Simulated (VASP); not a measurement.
## Se: electric field gradients with PBEsol

Se:

```
Se
1.0
     4.45183    0.00000    0.00000
    -2.22592    3.85540    0.00000
     0.00000    0.00000    5.05075
Se
3
Direct
  0.22540 0.00000 0.33333
  0.00000 0.22540 0.66667
  0.77460 0.77460 0.00000
```

This cell differs from its parent crystal: volume scaled by 1.06.

```json
{
  "Program": "VASP 6.6.1",
  "Task": "electric field gradients",
  "Functional": "PBEsol",
  "Potentials or basis": "VASP PAW PBE potentials, release 64 (Se)",
  "Cutoff": "520 eV",
  "k mesh": "6 × 6 × 5",
  "Occupations": "fermi-dirac, width 0.03 eV",
  "Spin": "no spin polarisation",
  "Dipole correction": "no",
  "Further INCAR settings": "ALGO = Normal; EDIFF = 1e-08; NBANDS = 16"
}
```

The pressure is -2.6 GPa, the largest force is 0.243 eV/Å and the band gap on the k mesh is 1.26 eV, indirect (least direct gap 1.36 eV).

Forces in eV/Å, atoms in the order of the input:
```
Se  -0.243  0.000  0.000
Se   0.121 -0.210  0.000
Se   0.121  0.210  0.000
```

Stress tensor (GPa, compression positive):
```
-2.52  0.00  0.00
 0.00 -2.52  0.00
 0.00  0.00 -2.78
```

Levels at points of the mesh, in eV from the valence-band top:
| k point | band 7 | band 8 | band 9 | band 10 | band 11 | band 12 |
| --- | --- | --- | --- | --- | --- | --- |
| (0.00, 0.00, 0.00) | -1.74 | -1.74 | -0.23 | 1.86 | 1.86 | 2.21 |
| (0.50, 0.00, 0.00) | -2.62 | -1.55 | -0.80 | 1.93 | 2.31 | 3.92 |

Electric field gradients, principal values (V/Å²):
```csv
atom,least,middle,greatest (by size)
1 Se,173.752,330.999,-504.751
2 Se,173.752,330.999,-504.751
3 Se,173.752,330.999,-504.751
```

It took 31 s on 1 thread of Intel(R) Xeon(R) Platinum 8375C CPU @ 2.90GHz (Ice Lake) (shared host), peak memory 0.21 GiB.

Caveat: without QUAD_EFG the Cq values of the log hold for a quadrupole moment of 1 mb, not for the nuclei; the PAW data sets were made with another functional, which shifts forces and pressure a little. A k mesh can miss the band edges.
